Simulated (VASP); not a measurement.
# GaN (F-43m) in VASP: further runs

GaN is run at these levels: PBEsol; tasks: elastic constants.

All numbers are computed with VASP 6.6.1; they aren't measurements. Logs are shortened: lines on timing, memory, paths and dates and some standing lists are left out, and cuts for length are marked.

### 1 The cell of the first run

Symmetry: F-43m, No. 216, cubic system. The conventional cell has a = 4.498 Å, b = 4.498 Å, c = 4.498 Å, α = 90.00°, β = 90.00°, γ = 90.00°. Ga (site symmetry -43m) has 4 N at 1.95 Å within 2.6 Å. Within 2.6 Å of N (site symmetry -43m) lie 4 Ga at 1.95 Å.

### 2 Elastic constants, PBEsol

The input, INCAR:

```
  PREC = Accurate
  ENCUT = 600
  EDIFF = 1E-8
  ISMEAR = 0
  SIGMA = 0.01
  LREAL = False
  LASPH = True
  NELM = 100
  ALGO = Normal
  ISIF = 3
  LWAVE = False
  LCHARG = False
  GGA = PS
  IBRION = 6
  NFREE = 2
  POTIM = 0.015
  NSW = 1
```

The input, KPOINTS:

```
Automatic mesh
0
Gamma
  8 8 8
```

The input, POSCAR:

```
GaN
1.0
    0.0000000000      2.2491407148      2.2491407148
    2.2491407148      0.0000000000      2.2491407148
    2.2491407148      2.2491407148      0.0000000000
Ga N
1 1
Direct
    0.0000000000      0.0000000000      0.0000000000
    0.2500000000      0.2500000000      0.2500000000
```

Potentials or basis: VASP PAW PBE potentials, release 64 (Ga_d, N).

The run is started by

```sh
$ cat potpaw_PBE.64/Ga_d/POTCAR potpaw_PBE.64/N/POTCAR > POTCAR
$ mpirun -np 1 vasp_std > vasp.out
```

OUTCAR:

```text
PREC = Accurate
   ENCUT = 600
   EDIFF = 1E-8
   ISMEAR = 0
   LREAL = False
   LASPH = True
   NELM = 100
   ISIF = 3
   GGA = PS
   IBRION = 6
   NFREE = 2
   POTIM = 0.015
   NSW = 1

 ion  position               nearest neighbor table
   1  0.000  0.000  0.000-   2 1.95   2 1.95   2 1.95   2 1.95
   2  0.250  0.250  0.250-   1 1.95   1 1.95   1 1.95   1 1.95

  LATTYP: Found a face centered cubic cell.
 ALAT       =     4.4982814296

  Lattice vectors:

 A1 = (   0.0000000000,   2.2491407148,   2.2491407148)
 A2 = (   2.2491407148,   0.0000000000,   2.2491407148)
 A3 = (   2.2491407148,   2.2491407148,   0.0000000000)

Analysis of symmetry for initial positions (statically):
=====================================================================
 Subroutine PRICEL returns:
 Original cell was already a primitive cell.

 Routine SETGRP: Setting up the symmetry group for a
 face centered cubic supercell.

 Subroutine GETGRP returns: Found 24 space group operations
 (whereof 24 operations were pure point group operations)
 out of a pool of 48 trial point group operations.

The static configuration has the point symmetry T_d .

Analysis of symmetry for dynamics (positions and initial velocities):
=====================================================================
 Subroutine PRICEL returns:
 Original cell was already a primitive cell.

 Routine SETGRP: Setting up the symmetry group for a
 face centered cubic supercell.

 Subroutine GETGRP returns: Found 24 space group operations
 (whereof 24 operations were pure point group operations)
 out of a pool of 48 trial point group operations.

The dynamic configuration has the point symmetry T_d .

 Subroutine INISYM returns: Found 24 space group operations
 (whereof 24 operations are pure point group operations),
 and found     1 'primitive' translations

----------------------------------------------------------------------------------------

                                     Primitive cell

  volume of cell :      22.7552

  direct lattice vectors                    reciprocal lattice vectors
     0.000000000  2.249140715  2.249140715    -0.222307122  0.222307122  0.222307122
     2.249140715  0.000000000  2.249140715     0.222307122 -0.222307122  0.222307122
     2.249140715  2.249140715  0.000000000     0.222307122  0.222307122 -0.222307122

  length of vectors
     3.180765303  3.180765303  3.180765303     0.385047231  0.385047231  0.385047231

  position of ions in fractional coordinates (direct lattice)
     0.000000000  0.000000000  0.000000000
     0.250000000  0.250000000  0.250000000

  ion indices of the primitive-cell ions
   primitive index   ion index
                 1           1
                 2           2

----------------------------------------------------------------------------------------

 KPOINTS: Automatic mesh

Automatic generation of k-mesh.
 Grid dimensions read from file:
 generate k-points for:    8    8    8

 Generating k-lattice:

  Cartesian coordinates                     Fractional coordinates (reciprocal lattice)
    -0.027788390  0.027788390  0.027788390     0.125000000  0.000000000  0.000000000
     0.027788390 -0.027788390  0.027788390     0.000000000  0.125000000  0.000000000
     0.027788390  0.027788390 -0.027788390     0.000000000  0.000000000  0.125000000
[... 113 lines left out ...]
  --------------------------------------------------------------------------------------
  -------------------------------------------------------------------------------------
  Total       -0.0585408     -0.0585408     -0.0585408     -0.0000000      0.0000000     -0.0000000
  in kB       -4.1218221     -4.1218221     -4.1218221     -0.0000000      0.0000000     -0.0000000
  external PRESSURE =      -4.1218221 kB  Pullay stress =       0.0000000 kB
[... 89 lines left out ...]
  FREE ENERGIE OF THE ION-ELECTRON SYSTEM (eV)
  ---------------------------------------------------
  free  energy   TOTEN  =       -13.1203714659 eV

  energy  without entropy=      -13.1203714659  energy(sigma->0) =      -13.12037147

[... ionic steps 4 to 14 ...]

--------------------------------------- Ionic step       15  -------------------------------------------

 number of electron      18.0000002 magnetization

------------------------ aborting loop because EDIFF is reached ----------------------------------------
[... 67 lines left out ...]
--------------------------------------- Ionic step       17  -------------------------------------------

 number of electron      18.0000004 magnetization

 Free energy of the ion-electron system (eV)
  ---------------------------------------------------
  ext. energy  EPLUGINS =         0.00000000
  ---------------------------------------------------
  free energy    TOTEN  =       -13.12244894 eV

  energy without entropy =      -13.12244894  energy(sigma->0) =      -13.12244894

 E-fermi :   5.3162     XC(G=0): -11.9331

 val. band max:        5.2424323298   @ k =   0.0000   0.0000   0.0000
 cond. band min:       6.9333280485   @ k =   0.0000   0.0000   0.0000
 fundamental gap:      1.6908957187
 Fermi energy:         5.3161789044

 k-point     1 :       0.0000    0.0000    0.0000
  band No.  band energies     occupation
      1     -10.7703      2.00000
      2      -8.2015      2.00000
      3      -8.1957      2.00000
      4      -8.1912      2.00000
      5      -7.8653      2.00000
      6      -7.8651      2.00000
      7       5.1827      2.00000
      8       5.2140      2.00000
      9       5.2424      2.00000
     10       6.9333      0.00000
     11      15.4293      0.00000
     12      15.4519      0.00000
     13      15.4770      0.00000
[... 354 lines left out ...]
  band No.  band energies     occupation
      1      -9.7017      2.00000
      2      -8.0885      2.00000
      3      -8.0232      2.00000
      4      -7.8859      2.00000
      5      -7.8312      2.00000
      6      -6.2928      2.00000
      7      -1.3311      2.00000
      8       2.1444      2.00000
      9       3.4288      2.00000
     10      11.8287      0.00000
     11      12.1462      0.00000
     12      15.2635      0.00000
     13      16.8367      0.00000

 [... further k-points ...]

------------------------ aborting loop because EDIFF is reached ----------------------------------------

  FORCE on cell =-STRESS in cart. coord.  units (eV):
  Direction    XX          YY          ZZ          XY          YZ          ZX
  --------------------------------------------------------------------------------------
  -------------------------------------------------------------------------------------
  Total       -0.0588519     -0.0545421     -0.0545421      0.0000000      0.1226299      0.0000000
  in kB       -4.1437262     -3.8402773     -3.8402773      0.0000000      8.6342972      0.0000000
  external PRESSURE =      -3.9414269 kB  Pullay stress =       0.0000000 kB
[... 17 lines left out ...]
  FREE ENERGIE OF THE ION-ELECTRON SYSTEM (eV)
  ---------------------------------------------------
  free  energy   TOTEN  =       -13.1224489418 eV

  energy  without entropy=      -13.1224489418  energy(sigma->0) =      -13.12244894

 INTERNAL STRAIN TENSORS FROM STRAINED CELLS
 ============================================

 INTERNAL STRAIN TENSOR FOR ION    1 for displacements in x,y,z  (eV/Angst):
          X           Y           Z          XY          YZ          ZX
  --------------------------------------------------------------------------------
  x    -0.00000    -0.00000     0.00000     0.00000     8.18630     0.00000
  y    -0.00000    -0.00000     0.00000     0.00000    -0.00000     8.18760
  z    -0.00000    -0.00000    -0.00000     8.18519     0.00000     0.00000

 INTERNAL STRAIN TENSORS FROM DISPLACED ATOMS
 ============================================

 INTERNAL STRAIN TENSOR FOR ION    1 for displacements in x,y,z  (eV/Angst):
          X           Y           Z          XY          YZ          ZX
  --------------------------------------------------------------------------------
  x     0.00000     0.00000     0.00000     0.00000     8.17434     0.00000
  y     0.00000    -0.00000     0.00000     0.00000     0.00000     8.17434
  z     0.00000     0.00000     0.00000     8.17434     0.00000     0.00000

 INTERNAL STRAIN TENSOR FOR ION    2 for displacements in x,y,z  (eV/Angst):
          X           Y           Z          XY          YZ          ZX
  --------------------------------------------------------------------------------
  x     0.00000    -0.00000    -0.00000     0.00000    -8.17480     0.00000
  y    -0.00000     0.00000    -0.00000     0.00000     0.00000    -8.17480
  z    -0.00000    -0.00000     0.00000    -8.17480     0.00000     0.00000

 Eigenvectors and eigenvalues of the dynamical matrix
 ----------------------------------------------------

   1 f  =   15.976064 THz   100.380568 2PiTHz  532.904117 cm-1    66.071660 meV
             X         Y         Z           dx          dy          dz
      0.000000  0.000000  0.000000     0.409133    0.000000   -0.000000
      1.124570  1.124570  1.124570    -0.912475    0.000000   -0.000000
[... 21 lines left out ...]
   6 f/i=    0.003462 THz     0.021750 2PiTHz    0.115465 cm-1     0.014316 meV
             X         Y         Z           dx          dy          dz
      0.000000  0.000000  0.000000     0.590324    0.528697    0.452335
      1.124570  1.124570  1.124570     0.264688    0.237056    0.202817

--------------------------------------------------------------------------------------------------------

 ELASTIC MODULI CONTR FROM IONIC RELAXATION (kBar)
 Direction    XX          YY          ZZ          XY          YZ          ZX
 --------------------------------------------------------------------------------
 XX          -0.0000      0.0000      0.0000     -0.0000      0.0000     -0.0000
 YY           0.0000     -0.0000      0.0000     -0.0000     -0.0000      0.0000
 ZZ           0.0000      0.0000     -0.0000      0.0000     -0.0000     -0.0000
 XY          -0.0000     -0.0000      0.0000   -386.2509      0.0000      0.0000
 YZ           0.0000     -0.0000     -0.0000      0.0000   -386.2509     -0.0000
 ZX          -0.0000      0.0000     -0.0000      0.0000     -0.0000   -386.2509
 --------------------------------------------------------------------------------

 TOTAL ELASTIC MODULI (kBar)
 Direction    XX          YY          ZZ          XY          YZ          ZX
 --------------------------------------------------------------------------------
 XX        2687.6505   1452.8399   1452.8399     -0.0000     -0.0000      0.0000
 YY        1452.8399   2687.6505   1452.8399      0.0000      0.0000     -0.0000
 ZZ        1452.8399   1452.8399   2687.6505     -0.0000      0.0000     -0.0000
 XY          -0.0000      0.0000     -0.0000   1528.5618      0.0000      0.0000
 YZ          -0.0000      0.0000      0.0000      0.0000   1528.5618     -0.0000
 ZX           0.0000     -0.0000     -0.0000      0.0000     -0.0000   1528.5618
 --------------------------------------------------------------------------------
```

It took 16 min on 1 thread of Intel Xeon 8259CL, shared host; peak memory 0.25 GiB.

Results:

```
Elastic constants C11, C12, C44                         : 269, 145, 153 GPa
Voigt bulk modulus                                      : 186 GPa
Highest phonon frequency at Γ, LO-TO splitting left out : 533 cm⁻¹
```

Phonon frequencies in cm⁻¹ (negative: imaginary):
```
              q point        frequencies
(0.000, 0.000, 0.000)  0 0 0 533 533 533
```

Elastic tensor in Voigt notation (GPa, in the Cartesian axes of the cell as first typed):
```
269 145 145   0   0   0
145 269 145   0   0   0
145 145 269   0   0   0
  0   0   0 153   0   0
  0   0   0   0 153   0
  0   0   0   0   0 153
```

Clamped-ion elastic tensor (GPa):
```
269 145 145   0   0   0
145 269 145   0   0   0
145 145 269   0   0   0
  0   0   0 191   0   0
  0   0   0   0 191   0
  0   0   0   0   0 191
```

Caveat: the PAW data sets were made with another functional, which shifts forces and pressure a little.

### 3 Elastic constants, PBEsol

The input, INCAR:

```
SYSTEM = GaN
PREC = Accurate
ENCUT = 600
EDIFF = 1E-8
ISMEAR = 0
SIGMA = 0.01
LREAL = .False.
LASPH = .True.
NELM = 80
ALGO = Normal
ISIF = 3
LWAVE = .False.
LCHARG = .True.
GGA = PS
NBANDS = 16
IBRION = 6
NFREE = 2
POTIM = 0.015
NSW = 1
```

The input, KPOINTS:

```
regular mesh
0
Gamma
  8 8 8
  0 0 0
```

POSCAR is that of step 2.

Potentials or basis: VASP PAW PBE potentials, release 64 (Ga_d, N).

The run is started by

```sh
$ cat potpaw_PBE.64/Ga_d/POTCAR potpaw_PBE.64/N/POTCAR > POTCAR
$ mpirun -np 1 vasp_std > vasp.out
```

Wall time 20 min (1 thread of Intel Xeon 8259CL, shared host); peak memory 0.26 GiB.

The run converged. Its results:

| Quantity | Value |
| --- | --- |
| Elastic constants C11, C12, C44 | 269, 145, 153 GPa |
| Voigt bulk modulus | 186 GPa |
| Highest phonon frequency at Γ, LO-TO splitting left out | 533 cm⁻¹ |

Phonon frequencies in cm⁻¹ (negative: imaginary):
| q point | frequencies |
| --- | --- |
| (0.000, 0.000, 0.000) | 0 0 0 533 533 533 |

Elastic tensor in Voigt notation (GPa, in the Cartesian axes of the cell as first typed):
```
269 145 145   0   0   0
145 269 145   0   0   0
145 145 269   0   0   0
  0   0   0 153   0   0
  0   0   0   0 153   0
  0   0   0   0   0 153
```

Clamped-ion elastic tensor (GPa):
```
269 145 145   0   0   0
145 269 145   0   0   0
145 145 269   0   0   0
  0   0   0 192   0   0
  0   0   0   0 192   0
  0   0   0   0   0 192
```

Caveat: the PAW data sets were made with another functional, which shifts forces and pressure a little.
